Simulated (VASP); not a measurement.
Zr3Se4, 7 atoms in the cell. Symmetry: Amm2, No. 38, orthorhombic system. The conventional cell has a = 3.766 Å, b = 7.728 Å, c = 10.951 Å, α = 90.00°, β = 90.00°, γ = 90.00°. Within 3.6 Å of Zr (site symmetry m) lie 6 Se at 2.63 to 2.85 Å and 3 Zr at 3.39 to 3.57 Å. Within 3.6 Å of Zr (site symmetry mm2) lie 6 Se at 2.73 to 2.96 Å and 4 Zr at 3.39 Å. Se (site symmetry mm2) has 5 Zr at 2.66 to 2.77 Å and 4 Se at 3.52 Å within 3.6 Å. Se (site symmetry m) has 4 Zr at 2.63 to 2.85 Å and 12 Se at 3.52 to 4.19 Å within 4.2 Å. Within 4.1 Å of Se (site symmetry mm2) lie 5 Zr at 2.82 to 2.96 Å and 12 Se at 3.69 to 4.01 Å. 

```yaml
Program: VASP 6.6.1
Task: single point
Functional: LDA
Potentials_or_basis: VASP PAW LDA potentials, release 64 (Zr_sv, Se)
Cutoff: 520 eV
k_mesh: 10 × 6 × 6
Occupations: gaussian, width 0.1 eV
Spin: no spin polarisation
Dipole_correction: no
Further_INCAR_settings: ALGO = Normal; EDIFF = 1e-06; NBANDS = 39
```

Potentials or basis: VASP PAW LDA potentials, release 64 (Zr_sv, Se).

Run with:

```bash
$ cat potpaw_LDA.64/Zr_sv/POTCAR potpaw_LDA.64/Se/POTCAR > POTCAR
$ mpirun -np 1 vasp_std > vasp.out
```

Hardware: 1 thread of Intel(R) Xeon(R) Platinum 8259CL CPU @ 2.50GHz (Skylake/Cascade Lake), with other jobs on the host.

Task: Estimate the wall time of this run.

Result: It took 7 min on 1 thread of Intel(R) Xeon(R) Platinum 8259CL CPU @ 2.50GHz (Skylake/Cascade Lake), on a shared host, peak memory 0.47 GiB. Counts: scf iterations 14, k points 78.
